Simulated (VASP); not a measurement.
A run of VASP 6.6.1 is set up as follows.

Contents of INCAR:

```
  PREC = Accurate
  ENCUT = 500
  EDIFF = 1E-6
  ISMEAR = 0
  SIGMA = 0.1
  LREAL = False
  LASPH = True
  NELM = 120
  ALGO = Normal
  ISIF = 2
  LWAVE = False
  LCHARG = False
  GGA = PE
  NBANDS = 11
  GGA_COMPAT = False
```

The input KPOINTS:

```
Automatic mesh
0
Gamma
  20 20 20
```

The input POSCAR:

```
Pt
1.0
    2.6242169624      0.0000000000      0.0000000000
    0.0000000000      2.6242169624      0.0000000000
    0.0000000000      0.0000000000      2.6242169624
Pt
1
Direct
    0.5000000000      0.5000000000      0.5000000000
```

Potentials or basis: VASP PAW PBE potentials, release 64 (Pt).

Launch:

```console
$ cat potpaw_PBE.64/Pt/POTCAR > POTCAR
$ mpirun -np 1 vasp_std > vasp.out
```

**Question.** Predict the pressure.

**Answer.** -0.5 GPa.

**Question.** Estimate the band gap on the k mesh.

**Answer.** Zero (band 5 reaches 10.22 eV, above the bottom of band 6 at 7.08 eV).

Caveat: spin-orbit coupling is left out, which moves the levels of the heavy elements.
